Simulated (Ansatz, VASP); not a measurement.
Cu3W2: VASP beside Ansatz

```
CELL_PARAMETERS angstrom
4.28416 0.00000 0.00000
-2.14208 3.71019 0.00000
0.00000 0.00000 5.10157
ATOMIC_POSITIONS crystal
Cu 0.33333 0.66667 0.00000
Cu 0.66667 0.33333 0.00000
Cu 0.00000 0.00000 0.00000
W 0.33333 0.66667 0.50000
W 0.66667 0.33333 0.50000
```

Alike in both runs: functional PBE; k mesh 12 × 12 × 8; occupations gaussian, width 0.1 eV; no spin polarisation.

Ansatz relaxed the structure, and its values are those at the end. VASP's run is a single point on that final structure, the one shown.

|  | VASP | Ansatz |
| --- | --- | --- |
| version | VASP 6.6.1 | Ansatz 0.2.0 |
| potentials or method | VASP PAW PBE potentials, release 64 (Cu_sv_GW, W_sv), cutoff 820 eV | scalar-relativistic, plane waves, PAW |
| valence electrons in the cell | 85 | 85 |

```csv
,VASP,Ansatz,Ansatz less VASP
gap on the k mesh at the Fermi level (eV),none,none,-
pressure (GPa),-0.3,0.0,+0.25
```

A gap of «none» marks a metal or a gap that the smearing closes. The functional is the same, so the differences come from potentials, cutoffs and numerics.

Neither program's run includes spin-orbit coupling.
